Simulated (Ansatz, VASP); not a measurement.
# One calculation of TaN, two programs

```
CELL_PARAMETERS angstrom
1.56180 0.90170 2.54979
-1.56180 0.90170 2.54979
0.00000 -1.80341 2.54979
ATOMIC_POSITIONS crystal
Ta 0.00000 0.00000 0.00000
N 0.50000 0.50000 0.50000
```

Alike in both runs: functional PBE; k mesh 24 × 24 × 24; occupations gaussian, width 0.1 eV; no spin polarisation.

Ansatz relaxed the structure, and its values are those at the end. VASP's run is a single point on that final structure, the one shown.

```csv
,VASP,Ansatz
version,VASP 6.6.1,Ansatz 0.2.0
potentials or method,"VASP PAW PBE potentials, release 64 (Ta_pv, N), cutoff 520 eV","scalar-relativistic, plane waves, PAW"
valence electrons in the cell,16,18
```

|  | VASP | Ansatz | Ansatz less VASP |
| --- | --- | --- | --- |
| gap on the k mesh at the Fermi level (eV) | none | none | - |
| pressure (GPa) | 0.8 | 0.0 | -0.78 |

A gap of «none» marks a metal or a gap that the smearing closes. With one functional, cell and mesh, what is left measures potentials, basis and numerics. VASP's potentials hold 16 valence electrons a cell and Ansatz's 18, so a difference there can come from the potentials and not from the codes.

Spin-orbit coupling is off throughout.
